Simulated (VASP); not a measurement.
Set up this calculation in VASP 6.6.1, as the native input.

- Task: single point
- Functional: r2SCAN
- Potentials or basis: VASP PAW PBE potentials, release 64 (Te)
- Cutoff: 520 eV
- k mesh: 18 × 18 × 18
- Occupations: gaussian, width 0.15 eV
- Spin: no spin polarisation
- Dipole correction: no
- Further INCAR settings: ALGO = Normal; EDIFF = 1e-07; NBANDS = 9

Crystal: Te.

```
Te
1.0
     2.16994    1.25281    1.90950
    -2.16994    1.25281    1.90950
     0.00000   -2.50563    1.90950
Te
1
Direct
  0.50000 0.50000 0.50000
```

This cell differs from its parent crystal: ratio of the length along z to the lengths across it x 1.2, volume and fractional coordinates fixed.

These files were run (other wordings do the same):

POSCAR

```
Te
1.0
    2.1699390656      1.2528149037      1.9094980302
   -2.1699390656      1.2528149037      1.9094980302
    0.0000000000     -2.5056298073      1.9094980303
Te
1
Direct
    0.5000000000      0.5000000000      0.5000000000
```

INCAR.step1

```
PREC     = Accurate       # precision mode
ENCUT    = 520            # plane-wave cutoff, eV
ISMEAR   = 0              # smearing method
SIGMA    = 0.15           # smearing width, eV
LREAL    = False          # projectors in reciprocal space
LASPH    = True           # aspherical terms in the spheres
NELM     = 60             # most SCF steps
NBANDS   = 9              # bands
GGA      = PE             # functional
ALGO     = Normal         # electronic algorithm
EDIFF    = 1E-4           # SCF threshold, eV
LWAVE    = True           # write WAVECAR
LCHARG   = False          # write CHGCAR
```

INCAR.step2

```
PREC     = Accurate       # precision mode
ENCUT    = 520            # plane-wave cutoff, eV
EDIFF    = 1E-7           # SCF threshold, eV
ISMEAR   = 0              # smearing method
SIGMA    = 0.15           # smearing width, eV
LREAL    = False          # projectors in reciprocal space
LASPH    = True           # aspherical terms in the spheres
NELM     = 60             # most SCF steps
ALGO     = Normal         # electronic algorithm
ISIF     = 2              # what is computed and relaxed
LWAVE    = False          # write WAVECAR
LCHARG   = False          # write CHGCAR
METAGGA  = R2SCAN         # meta-GGA
LMIXTAU  = True         
NBANDS   = 9              # bands
ISTART   = 1
```

KPOINTS

```
Automatic mesh
0
Gamma
  18 18 18
```

Potentials or basis: VASP PAW PBE potentials, release 64 (Te).

Command:

```sh
$ cat potpaw_PBE.64/Te/POTCAR > POTCAR
$ cp INCAR.step1 INCAR
$ mpirun -np 1 vasp_std > vasp.out
$ cp INCAR.step2 INCAR
$ mpirun -np 1 vasp_std > vasp.out
```

Results of the run:

```json
{
  "Pressure": "2.1 GPa",
  "Band gap on the k mesh": "zero (bands 3 and 4 overlap by 5.82 eV)"
}
```

Caveat: the PAW data sets were made with another functional, which shifts forces and pressure a little; spin-orbit coupling is left out, which moves the levels of the heavy elements.

Run time: 4.2 min on 1 thread of AMD EPYC 9R45 96-Core Processor (Zen 5) (shared host), peak memory 0.24 GiB.
